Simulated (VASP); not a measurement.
# TaOF3 in VASP: single point with PBE

Aim: the single point of TaOF3 with PBE.

All numbers are computed with VASP 6.6.1; they aren't measurements. Logs are shortened: lines on timing, memory, paths and dates and some standing lists are left out, and cuts for length are marked.

## (1) The cell of the first run

The cell holds a molecule in a box, 5 atoms: a = 11.870 Å, b = 12.110 Å, c = 11.210 Å, α = 90.00°, β = 90.00°, γ = 90.00°.

## (2) Single point, PBE

Input file INCAR:

```
ALGO = Normal ; EDIFF = 1E-6
ENCUT = 520 ; GGA = PE
GGA_COMPAT = False ; ISIF = 2
ISMEAR = 0 ; LASPH = True
LCHARG = False ; LREAL = False
LWAVE = False ; NBANDS = 28
NELM = 120 ; NELMDL = -8
PREC = Accurate ; SIGMA = 0.01
```

Input file KPOINTS:

```
k-points
0
Gamma
  1 1 1
```

Input file POSCAR:

```
TaOF3
1.0
   11.8700000000      0.0000000000      0.0000000000
    0.0000000000     12.1100000000      0.0000000000
    0.0000000000      0.0000000000     11.2100000000
Ta O F
1 1 3
Direct
    0.5033614200      0.4999289800      0.5051231000
    0.6212165100      0.4999289800      0.4161222100
    0.5125518100      0.6282634200      0.5984870700
    0.3791069900      0.4999289800      0.4014273000
    0.5125518100      0.3715937200      0.5984870700
```

Potentials or basis: VASP PAW PBE potentials, release 64 (Ta_sv_GW, O, F).

Command:

```bash
> cat potpaw_PBE.64/Ta_sv_GW/POTCAR potpaw_PBE.64/O/POTCAR potpaw_PBE.64/F/POTCAR > POTCAR
> mpirun -np 1 vasp_gam > vasp.out
```

OUTCAR:

```text
EDIFF = 1E-6
   ENCUT = 520
   GGA = PE
   ISIF = 2
   ISMEAR = 0
   LASPH = True
   LREAL = False
   NELM = 120
   NELMDL = -8
   PREC = Accurate

 ion  position               nearest neighbor table
   1  0.503  0.500  0.505-   2 1.72   3 1.88   5 1.88   4 1.88
   2  0.621  0.500  0.416-   1 1.72
   3  0.513  0.628  0.598-   1 1.88
   4  0.379  0.500  0.401-   1 1.88
   5  0.513  0.372  0.598-   1 1.88

  LATTYP: Found a simple orthorhombic cell.
 ALAT       =    11.2100000000
 B/A-ratio  =     1.0588760036
 C/A-ratio  =     1.0802854594

  Lattice vectors:

 A1 = (   0.0000000000,   0.0000000000,  11.2100000000)
 A2 = (  11.8700000000,   0.0000000000,   0.0000000000)
 A3 = (   0.0000000000,  12.1100000000,   0.0000000000)

Analysis of symmetry for initial positions (statically):
=====================================================================
 Subroutine PRICEL returns:
 Original cell was already a primitive cell.

 Routine SETGRP: Setting up the symmetry group for a
 simple orthorhombic supercell.

 Subroutine GETGRP returns: Found  2 space group operations
 (whereof  1 operations were pure point group operations)
 out of a pool of  8 trial point group operations.

The static configuration has the point symmetry C_1 .
 The point group associated with its full space group is C_1h.

Analysis of symmetry for dynamics (positions and initial velocities):
=====================================================================
 Subroutine PRICEL returns:
 Original cell was already a primitive cell.

 Routine SETGRP: Setting up the symmetry group for a
 simple orthorhombic supercell.

 Subroutine GETGRP returns: Found  2 space group operations
 (whereof  1 operations were pure point group operations)
 out of a pool of  8 trial point group operations.

The dynamic configuration has the point symmetry C_1 .
 The point group associated with its full space group is C_1h.

 Subroutine INISYM returns: Found  2 space group operations
 (whereof  1 operations are pure point group operations),
 and found     1 'primitive' translations

----------------------------------------------------------------------------------------

                                     Primitive cell

  volume of cell :    1611.3893

  direct lattice vectors                    reciprocal lattice vectors
    11.870000000  0.000000000  0.000000000     0.084245998  0.000000000  0.000000000
     0.000000000 12.110000000  0.000000000     0.000000000  0.082576383  0.000000000
     0.000000000  0.000000000 11.210000000     0.000000000  0.000000000  0.089206066

  length of vectors
    11.870000000 12.110000000 11.210000000     0.084245998  0.082576383  0.089206066

  position of ions in fractional coordinates (direct lattice)
     0.503361420  0.499928980  0.505123100
     0.621216510  0.499928980  0.416122210
     0.512551810  0.628263420  0.598487070
     0.379106990  0.499928980  0.401427300
     0.512551810  0.371593720  0.598487070

  ion indices of the primitive-cell ions
   primitive index   ion index
                 1           1
                 2           2
                 3           3
                 4           4
                 5           5

----------------------------------------------------------------------------------------

 KPOINTS: k-points

Automatic generation of k-mesh.
 Grid dimensions read from file:
 generate k-points for:    1    1    1

 Generating k-lattice:

  Cartesian coordinates                     Fractional coordinates (reciprocal lattice)
     0.084245998  0.000000000  0.000000000     1.000000000  0.000000000  0.000000000
     0.000000000  0.082576383  0.000000000     0.000000000  1.000000000  0.000000000
     0.000000000  0.000000000  0.089206066     0.000000000  0.000000000  1.000000000

  Length of vectors
     0.084245998  0.082576383  0.089206066

  Shift w.r.t. Gamma in fractional coordinates (k-lattice)
     0.000000000  0.000000000  0.000000000

 Subroutine IBZKPT returns following result:
 ===========================================

 Found      1 irreducible k-points:

 Following reciprocal coordinates:
            Coordinates               Weight
  0.000000  0.000000  0.000000      1.000000
   k-points           NKPTS =      1   k-points in BZ     NKDIM =      1   number of bands    NBANDS=     28
   number of dos      NEDOS =    301   number of ions     NIONS =      5
   total plane-waves  NPLWV = 680400
   dimension x,y,z NGX =    90 NGY =   90 NGZ =   84
   dimension x,y,z NGXF=   180 NGYF=  180 NGZF=  168
   ions per type =               1   1   3
   NGX,Y,Z   is equivalent  to a cutoff of  12.60, 12.36, 12.46 a.u.
   NGXF,Y,Z  is equivalent  to a cutoff of  25.21, 24.71, 24.91 a.u.
 SYSTEM =  unknown system
   PREC   = accura    normal or accurate (medium, high low for compatibility)
   ISTART =      0    job   : 0-new  1-cont  2-samecut
   ICHARG =      2    charge: 1-file 2-atom 10-const
   ISPIN  =      1    spin polarized calculation?
   LNONCOLLINEAR =      F non collinear calculations
   LSORBIT =      F    spin-orbit coupling
   LASPH  =      T    aspherical Exc in radial PAW
   ENCUT  =  520.0 eV  38.22 Ry    6.18 a.u.  22.07 22.52 20.84*2*pi/ulx,y,z
   NELM   =    120;   NELMIN=  2; NELMDL= -8     # of ELM steps
   EDIFF  = 0.1E-05   stopping-criterion for ELM
   LREAL  =      F    real-space projection
[... 7 lines left out ...]
   TEBEG  =    0.0;   TEEND  =   0.0 temperature during run
   PSTRESS=    0.0 pullay stress
   NELECT =      40.0000    total number of electrons
   NUPDOWN=      -1.0000    fix difference up-down
   EMIN   =  10.00;   EMAX   =-10.00  energy-range for DOS
   EFERMI =   0.00;   METHOD = LEGACY
   ISMEAR =     0;   SIGMA  =   0.01  broadening in eV -4-tet -1-fermi 0-gaus
   EFERMI_NEDOS =   21; number of points for ismear=-14 and -15
   IALGO  =     38    algorithm
   IMIX   =      4    mixing-type and parameters
     AMIX     =   0.40;   BMIX     =  1.00
     AMIX_MAG =   1.60;   BMIX_MAG =  1.00
  volume/ion in A,a.u.               =     322.28      2174.84
  Fermi-wavevector in a.u.,A,eV,Ry     =   0.477560  0.902458  3.102994  0.228064
  Thomas-Fermi vector in A             =   1.473560
   LORBIT       =      0    0 simple, 1 ext, 2 COOP (PROOUT), +10 PAW based schemes
   GGA     = PE    functional components
   LHFCALC =     F    Hartree Fock is set to
   AEXX    =    0.0000 exact exchange contribution
   IVDW    =     0    specifies the selected vdW correction
   LEPSILON=     F    determine dielectric tensor
   LRPA    =     F    only Hartree local field effects (RPA)
 non-spin polarized calculation
 Gauss-broadening in eV      SIGMA  =   0.01
  energy-cutoff  :      520.00
  volume of cell :     1611.39
 maximum number of plane-waves:     21695
 NGX is ok and might be reduce to    90
   NGX = 45   NGY = 45   NGZ = 41

 number of electron      39.9999995 magnetization

 Free energy of the ion-electron system (eV)
  ---------------------------------------------------
  ext. energy  EPLUGINS =         0.00000000
  ---------------------------------------------------
  free energy    TOTEN  =       -38.90253448 eV

  energy without entropy =      -38.90253448  energy(sigma->0) =      -38.90253448

 E-fermi :  -8.1635     XC(G=0):  -0.8195

 val. band max:       -8.3110917018   @ k =   0.0000   0.0000   0.0000
 cond. band min:      -2.2957318398   @ k =   0.0000   0.0000   0.0000
 fundamental gap:      6.0153598620
 Fermi energy:        -8.1634737624

 k-point     1 :       0.0000    0.0000    0.0000
  band No.  band energies     occupation
      1     -74.6606      2.00000
      2     -41.4913      2.00000
      3     -41.4892      2.00000
      4     -41.4019      2.00000
      5     -29.5776      2.00000
      6     -29.1942      2.00000
[... 20 lines left out ...]
     27       0.4693      0.00000
     28       0.6334      0.00000

------------------------ aborting loop because EDIFF is reached ----------------------------------------

  FORCE on cell =-STRESS in cart. coord.  units (eV):
  Direction    XX          YY          ZZ          XY          YZ          ZX
  --------------------------------------------------------------------------------------
  -------------------------------------------------------------------------------------
  Total        0.3756084      0.0167573      0.1644087      0.0000000      0.0000000     -0.3330754
  in kB        0.3734611      0.0166615      0.1634688      0.0000000      0.0000000     -0.3311713
  external PRESSURE =       0.1845305 kB  Pullay stress =       0.0000000 kB

 VOLUME and BASIS-vectors are now :
 -----------------------------------------------------------------------------
  energy-cutoff  :      520.00
  volume of cell :     1611.39
      direct lattice vectors                 reciprocal lattice vectors
    11.870000000  0.000000000  0.000000000     0.084245998  0.000000000  0.000000000
     0.000000000 12.110000000  0.000000000     0.000000000  0.082576383  0.000000000
     0.000000000  0.000000000 11.210000000     0.000000000  0.000000000  0.089206066

 POSITION                                       TOTAL-FORCE (eV/Angst)
 -----------------------------------------------------------------------------------
      5.97490      6.05414      5.66243        -0.054682      0.000000      0.101319
      7.37384      6.05414      4.66473         0.321976      0.000000     -0.247516
      6.08399      7.60827      6.70904        -0.072368      0.080343      0.073284
      4.50000      6.05414      4.50000        -0.122557      0.000000     -0.000371
      6.08399      4.50000      6.70904        -0.072368     -0.080343      0.073284
 -----------------------------------------------------------------------------------
    total drift:                                0.003064      0.018454     -0.000247

  FREE ENERGIE OF THE ION-ELECTRON SYSTEM (eV)
  ---------------------------------------------------
  free  energy   TOTEN  =       -38.9025344766 eV

  energy  without entropy=      -38.9025344766  energy(sigma->0) =      -38.90253448
```

Wall time 3.9 min (1 thread of Intel Xeon Platinum 8259CL at 2.50GHz (Skylake/Cascade Lake), shared host); peak memory 1.1 GiB.

Results:

```yaml
Free_energy: -38.9025 eV
Largest_force: 0.406 eV/Å
Gap_between_the_frontier_levels: 6.02 eV
```

Forces on the atoms (eV/Å):
```
Ta  -0.055  0.000  0.101
O    0.322  0.000 -0.248
F   -0.072  0.080  0.073
F   -0.123  0.000  0.000
F   -0.072 -0.080  0.073
```

Levels at points of the mesh, in eV from the valence-band top:
```
           k point  band 18  band 19  band 20  band 21  band 22  band 23
(0.00, 0.00, 0.00)    -0.35    -0.01     0.00     6.02     6.02     6.87
```

Caveat: spin-orbit coupling is left out, which moves the levels of the heavy elements.
